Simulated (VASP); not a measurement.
# Ta2SiOF2 (P4mm) in VASP: notebook, part 2 of 2

VASP 6.6.1. The steps go on from the part before.

**3. Single point, PBE**

This run uses another cell than the first one, of 16.35 Å³/atom.

INCAR

```
SYSTEM = Ta2SiOF2
PREC = Accurate ; ENCUT = 520
EDIFF = 1E-6 ; ISMEAR = 0
SIGMA = 0.1 ; LREAL = .False.
LASPH = .True. ; NELM = 100
ALGO = Normal ; ISIF = 2
LWAVE = .False. ; LCHARG = .False.
GGA = PE ; NBANDS = 32
```

KPOINTS

```
regular mesh
0
Gamma
  6 6 4
  0 0 0
```

POSCAR

```
Ta2SiOF2
1.0
    4.0462119727      0.0000000000      0.0000000000
    0.0000000000      4.0462119727      0.0000000000
    0.0000000000      0.0000000000      5.9908887538
Ta Si O F
2 1 1 2
Direct
    0.5000000000      0.0000000000      1.0108031893
    0.0000000000      0.5000000000      1.0108031893
    0.0000000000      0.0000000000      0.2697857215
    0.5000000000      0.5000000000      0.8804721210
    0.0000000000      0.0000000000      0.5470187473
    0.5000000000      0.5000000000      0.2797160717
```

Potentials or basis: VASP PAW PBE potentials, release 64 (Ta_pv, Si, O, F).

Started as:

```bash
$ cat potpaw_PBE.64/Ta_pv/POTCAR potpaw_PBE.64/Si/POTCAR potpaw_PBE.64/O/POTCAR potpaw_PBE.64/F/POTCAR > POTCAR
$ mpirun -np 1 vasp_std > vasp.out
```

OUTCAR:

```text
SYSTEM = Ta2SiOF2
   PREC = Accurate
   ENCUT = 520
   EDIFF = 1E-6
   ISMEAR = 0
   LREAL = .False.
   LASPH = .True.
   NELM = 100
   ISIF = 2
   GGA = PE

 ion  position               nearest neighbor table
   1  0.500  0.000  0.011-   4 2.17   4 2.17   3 2.55   3 2.55   6 2.59   6 2.59   2 2.86   2 2.86
                             2 2.86   2 2.86
   2  0.000  0.500  0.011-   4 2.17   4 2.17   3 2.55   3 2.55   6 2.59   6 2.59   1 2.86   1 2.86
                             1 2.86   1 2.86
   3  0.000  0.000  0.270-   5 1.66   2 2.55   1 2.55   2 2.55   1 2.55
   4  0.500  0.500  0.880-   1 2.17   2 2.17   1 2.17   2 2.17
   5  0.000  0.000  0.547-   3 1.66
[... 1049 lines left out ...]
  Total        0.1407297      0.1407297      0.3981584      0.0000000      0.0000000      0.0000000
  in kB        2.2988347      2.2988347      6.5039617      0.0000000      0.0000000      0.0000000
  external PRESSURE =       3.7005437 kB  Pullay stress =       0.0000000 kB

 VOLUME and BASIS-vectors are now :
 -----------------------------------------------------------------------------
  energy-cutoff  :      520.00
  volume of cell :       98.08
      direct lattice vectors                 reciprocal lattice vectors
     4.046211973  0.000000000  0.000000000     0.247144739  0.000000000  0.000000000
     0.000000000  4.046211973  0.000000000     0.000000000  0.247144739  0.000000000
     0.000000000  0.000000000  5.990888754     0.000000000  0.000000000  0.166920142

 POSITION                                       TOTAL-FORCE (eV/Angst)
 -----------------------------------------------------------------------------------
      2.02311      0.00000      0.06472         0.000000      0.000000     -0.003676
      0.00000      2.02311      0.06472         0.000000      0.000000     -0.003676
      0.00000      0.00000      1.61626        -0.000000      0.000000     -0.131681
      2.02311      2.02311      5.27481         0.000000     -0.000000     -0.037766
      0.00000      0.00000      3.27713        -0.000000      0.000000      0.143672
      2.02311      2.02311      1.67575         0.000000     -0.000000      0.033127
 -----------------------------------------------------------------------------------
    total drift:                                0.000000      0.000000      0.000169

  FREE ENERGIE OF THE ION-ELECTRON SYSTEM (eV)
  ---------------------------------------------------
  free  energy   TOTEN  =       -44.9705311605 eV

  energy  without entropy=      -44.9555857237  energy(sigma->0) =      -44.96305844
```

OSZICAR:

```text
N       E                     dE             d eps       ncg     rms          rms(c)
DAV:   1     0.386921510814E+03    0.38692E+03   -0.25161E+04  1928   0.139E+03
DAV:   2    -0.254272986454E+02   -0.41235E+03   -0.39460E+03  2248   0.383E+02
DAV:   3    -0.499972973828E+02   -0.24570E+02   -0.24181E+02  2376   0.917E+01
DAV:   4    -0.504046598664E+02   -0.40736E+00   -0.40616E+00  2216   0.127E+01
DAV:   5    -0.504128490186E+02   -0.81892E-02   -0.81814E-02  2504   0.152E+00    0.241E+01
DAV:   6    -0.454730434391E+02    0.49398E+01   -0.19840E+01  2280   0.271E+01    0.107E+01
DAV:   7    -0.450587074858E+02    0.41434E+00   -0.18638E+00  2296   0.897E+00    0.622E+00
DAV:   8    -0.449709348637E+02    0.87773E-01   -0.41792E-01  2296   0.467E+00    0.970E-01
DAV:   9    -0.449693782909E+02    0.15566E-02   -0.42507E-02  2288   0.137E+00    0.542E-01
DAV:  10    -0.449698262142E+02   -0.44792E-03   -0.87372E-03  2216   0.562E-01    0.278E-01
DAV:  11    -0.449703334681E+02   -0.50725E-03   -0.11734E-03  2288   0.238E-01    0.106E-01
DAV:  12    -0.449705106443E+02   -0.17718E-03   -0.43439E-04  2096   0.127E-01    0.379E-02
DAV:  13    -0.449705211943E+02   -0.10550E-04   -0.91994E-05  2328   0.643E-02    0.104E-02
DAV:  14    -0.449705278259E+02   -0.66317E-05   -0.15553E-05  2224   0.233E-02    0.800E-03
DAV:  15    -0.449705309895E+02   -0.31636E-05   -0.14204E-05  2392   0.280E-02    0.579E-03
DAV:  16    -0.449705311605E+02   -0.17096E-06   -0.20323E-06  1776   0.922E-03
   1 F= -.44970531E+02 E0= -.44963058E+02  d E =-.149454E-01
```

Run time: 2 min. Hardware: 1 thread of Oxide Virtual Turin-like, shared host; peak memory 0.22 GiB.

Results:

```yaml
Free_energy: -44.9705 eV
Pressure: 0.4 GPa
Largest_force: 0.144 eV/Å
Band_gap_on_the_k_mesh: zero (bands 23 and 24 overlap by 0.19 eV)
```

Forces on the atoms (eV/Å):
```
Ta   0.000  0.000 -0.004
Ta   0.000  0.000 -0.004
Si   0.000  0.000 -0.132
O    0.000  0.000 -0.038
F    0.000  0.000  0.144
F    0.000  0.000  0.033
```

Levels at points of the mesh, in eV from the Fermi level:
```
           k point  band 21  band 22  band 23  band 24  band 25  band 26
(0.00, 0.00, 0.00)    -1.84    -0.81    -0.81     0.83     1.74     3.41
(0.50, 0.00, 0.00)    -1.73    -0.74    -0.06     0.03     0.65     1.06
(0.50, 0.50, 0.00)    -1.81    -0.49     0.01     0.01     0.71     2.74
(0.00, 0.00, 0.50)    -2.17    -0.73    -0.73     0.98     1.30     3.64
(0.50, 0.00, 0.50)    -1.68    -1.16     0.08     0.31     0.65     1.08
(0.50, 0.50, 0.50)    -1.84    -0.29    -0.11    -0.11     0.72     2.73
```

Caveat: spin-orbit coupling is left out, which moves the levels of the heavy elements.

**4. Single point, PBE**

This run uses another cell than the first one, of 16.62 Å³/atom.

INCAR

```
SYSTEM = Ta2SiOF2
PREC     = Accurate       ! precision mode
ENCUT    = 520            ! plane-wave cutoff, eV
EDIFF    = 1E-6           ! SCF threshold, eV
ISMEAR   = 0              ! smearing method
SIGMA    = 0.1            ! smearing width, eV
LREAL    = .FALSE.        ! projectors in reciprocal space
LASPH    = .TRUE.         ! aspherical terms in the spheres
NELM     = 80             ! most SCF steps
ALGO     = Fast           ! electronic algorithm
ISIF     = 2              ! what is computed and relaxed
LWAVE    = .FALSE.        ! write WAVECAR
LCHARG   = .TRUE.         ! write CHGCAR
GGA      = PE             ! functional
LELF     = .TRUE.         ! ELF
LVHAR    = .TRUE.       
NBANDS   = 32             ! bands
```

KPOINTS

```
regular mesh
0
G
  10 10 6
  0 0 0
```

POSCAR

```
Ta2SiOF2
1.0
    4.0469971909      0.0000000000      0.0000000000
    0.0000000000      4.0469971909      0.0000000000
    0.0000000000      0.0000000000      6.0896747519
Ta Si O F
2 1 1 2
Direct
    0.5000000000      0.0000000000      0.0130200951
    0.0000000000      0.5000000000      0.0130200951
    0.0000000000      0.0000000000      0.2686573278
    0.5000000000      0.5000000000      0.8855489309
    0.0000000000      0.0000000000      0.5404111190
    0.5000000000      0.5000000000      0.2779414722
```

Started as:

```bash
$ cat potpaw_PBE.64/Ta_pv/POTCAR potpaw_PBE.64/Si/POTCAR potpaw_PBE.64/O/POTCAR potpaw_PBE.64/F/POTCAR > POTCAR
$ mpirun -np 1 vasp_std > vasp.out
```

It took 6.4 min on 1 thread of Oxide Virtual Turin-like, shared host; peak memory 0.34 GiB.

Results (log left out):

```
Free energy            : -44.9834 eV
Pressure               : 0.2 GPa
Largest force          : 0.166 eV/Å
Band gap on the k mesh : zero (bands 23 and 24 overlap by 0.18 eV)
```

Forces in eV/Å, atoms in the order of the input:
```
Ta   0.000  0.000  0.000
Ta   0.000  0.000  0.000
Si   0.000  0.000 -0.157
O    0.000  0.000 -0.026
F    0.000  0.000  0.166
F    0.000  0.000  0.017
```

Stress tensor (GPa, compression positive):
```
0.09 0.00 0.00
0.00 0.09 0.00
0.00 0.00 0.35
```

Levels at points of the mesh, in eV from the Fermi level:
```csv
k point,band 19,band 20,band 21,band 22,band 23,band 24,band 25,band 26,band 27,band 28
"(0.00, 0.00, 0.00)",-3.77,-2.95,-1.84,-0.79,-0.79,0.85,1.64,3.41,3.61,3.61
"(0.50, 0.00, 0.00)",-3.72,-1.84,-1.71,-0.79,-0.05,0.02,0.64,1.07,1.59,3.93
"(0.50, 0.50, 0.00)",-3.49,-1.81,-1.81,-0.52,0.00,0.00,0.71,2.74,2.81,3.40
"(0.00, 0.00, 0.50)",-4.03,-2.95,-2.14,-0.73,-0.73,0.98,1.25,3.62,3.62,3.71
"(0.50, 0.00, 0.50)",-3.90,-1.97,-1.67,-1.16,0.07,0.29,0.65,1.08,1.59,3.37
"(0.50, 0.50, 0.50)",-3.69,-1.83,-1.83,-0.33,-0.11,-0.11,0.72,2.74,2.81,3.52
```

Caveat: spin-orbit coupling is left out, which moves the levels of the heavy elements.

**5. Relaxation of cell and atoms, PBE**

INCAR

```
SYSTEM = Ta2SiOF2
  PREC = Accurate
  ENCUT = 600
  EDIFF = 1E-6
  ISMEAR = 0
  SIGMA = 0.1
  LREAL = .False.
  LASPH = .True.
  NELM = 60
  ALGO = Fast
  ISIF = 3
  LWAVE = .False.
  LCHARG = .False.
  GGA = PE
  IBRION = 2
  NSW = 90
  EDIFFG = -0.04
```

KPOINTS

```
regular mesh
0
Gamma
  6 6 4
  0 0 0
```

POSCAR

```
Ta2SiOF2
1.0
    3.4193902400      0.0000000000      0.0000000000
    0.0000000000      3.4193902400      0.0000000000
    0.0000000000      0.0000000000      5.8463978500
Ta Si O F
2 1 1 2
Direct
    0.5000000000      0.0000000000      0.9940500300
    0.0000000000      0.5000000000      0.9940500300
    0.0000000000      0.0000000000      0.1747010100
    0.5000000000      0.5000000000      0.8326429700
    0.0000000000      0.0000000000      0.6321269900
    0.5000000000      0.5000000000      0.3710280100
```

Started as:

```bash
$ cat potpaw_PBE.64/Ta_pv/POTCAR potpaw_PBE.64/Si/POTCAR potpaw_PBE.64/O/POTCAR potpaw_PBE.64/F/POTCAR > POTCAR
$ mpirun -np 1 vasp_std > vasp.out
```

Wall time 51 min (1 thread of Oxide Virtual Turin-like, shared host); peak memory 0.22 GiB.

It converged, with:

```
Free energy                           : -44.8842 eV
Relaxed volume                        : 16.13 Å³/atom
Relaxed cell                          : a = 4.033 Å, b = 4.033 Å, c = 5.950 Å, α = 90.00°, β = 90.00°, γ = 90.00°
Space group after relaxing (to 0.1 Å) : P4mm (No. 99)
Pressure after relaxing               : 0.0 GPa
Largest force after relaxing          : 0.024 eV/Å
Band gap on the k mesh                : zero (bands 23 and 24 overlap by 0.21 eV)
```

Forces in eV/Å, atoms in the order of the input:
```
Ta   0.000  0.000  0.021
Ta   0.000  0.000  0.021
Si   0.000  0.000 -0.024
O    0.000  0.000 -0.005
F    0.000  0.000  0.005
F    0.000  0.000 -0.018
```

Final structure:
```cif
data_structure
_symmetry_space_group_name_H-M 'P 1'
_symmetry_Int_Tables_number 1
_cell_length_a 4.0328
_cell_length_b 4.0328
_cell_length_c 5.9503
_cell_angle_alpha 90.000
_cell_angle_beta 90.000
_cell_angle_gamma 90.000
_cell_volume 96.77
loop_
_atom_site_label
_atom_site_type_symbol
_atom_site_fract_x
_atom_site_fract_y
_atom_site_fract_z
_atom_site_occupancy
Ta1 Ta 0.50000 0.00000 0.00906 1
Ta2 Ta 0.00000 0.50000 0.00906 1
Si1 Si 0.00000 0.00000 0.27082 1
O1 O 0.50000 0.50000 0.87709 1
F1 F 0.00000 0.00000 0.55142 1
F2 F 0.50000 0.50000 0.28115 1
```

Levels at points of the mesh, in eV from the Fermi level:
| k point | band 21 | band 22 | band 23 | band 24 | band 25 | band 26 |
| --- | --- | --- | --- | --- | --- | --- |
| (0.00, 0.00, 0.00) | -1.88 | -0.80 | -0.80 | 0.84 | 1.81 | 3.66 |
| (0.50, 0.00, 0.00) | -1.73 | -0.72 | -0.07 | 0.03 | 0.64 | 1.07 |
| (0.50, 0.50, 0.00) | -1.81 | -0.47 | 0.00 | 0.00 | 0.71 | 2.79 |
| (0.00, 0.00, 0.50) | -2.23 | -0.72 | -0.72 | 1.00 | 1.35 | 3.67 |
| (0.50, 0.00, 0.50) | -1.68 | -1.17 | 0.09 | 0.32 | 0.64 | 1.09 |
| (0.50, 0.50, 0.50) | -1.83 | -0.24 | -0.12 | -0.12 | 0.72 | 2.78 |

Caveat: the volume moved by over 15 % at a fixed basis, so the end points are rough; spin-orbit coupling is left out, which moves the levels of the heavy elements.

**6. Overview**

| task | cell | k mesh | cutoff (eV) | gap on the mesh (eV) | pressure (GPa) | largest force (eV/Å) |
| --- | --- | --- | --- | --- | --- | --- |
| single point | a = 3.419, b = 3.419, c = 5.846 Å, 6 atoms, atomic positions A | 6 × 6 × 4 | 520 | none | 130.0 | 25.03 |
| single point | a = 4.046, b = 4.046, c = 5.991 Å, 6 atoms, atomic positions B | 6 × 6 × 4 | 520 | none | 0.4 | 0.14 |
| single point | a = 4.047, b = 4.047, c = 6.090 Å, 6 atoms, atomic positions C | 10 × 10 × 6 | 520 | none | 0.2 | 0.17 |
| relaxation of cell and atoms | relaxed from a = 3.419, b = 3.419, c = 5.846 Å, 6 atoms, atomic positions A | 6 × 6 × 4 | 600 | none | 0.0 | 0.02 |

Alike in all rows: level PBE; potentials or basis VASP PAW PBE potentials, release 64 (Ta_pv, Si, O, F); no spin polarisation; smearing gaussian 0.1 eV.

Caveats: spin-orbit coupling is left out, which moves the levels of the heavy elements; the stress differs along the axes, from 53 to 168 GPa (at least some runs); forces of over 1 eV/Å act on the atoms, so gaps and moduli don't describe the material at rest (at least some runs); the volume moved by over 15 % at a fixed basis, so the end points are rough (at least some runs).

Absolute energies hang on the potentials; compare differences alone.
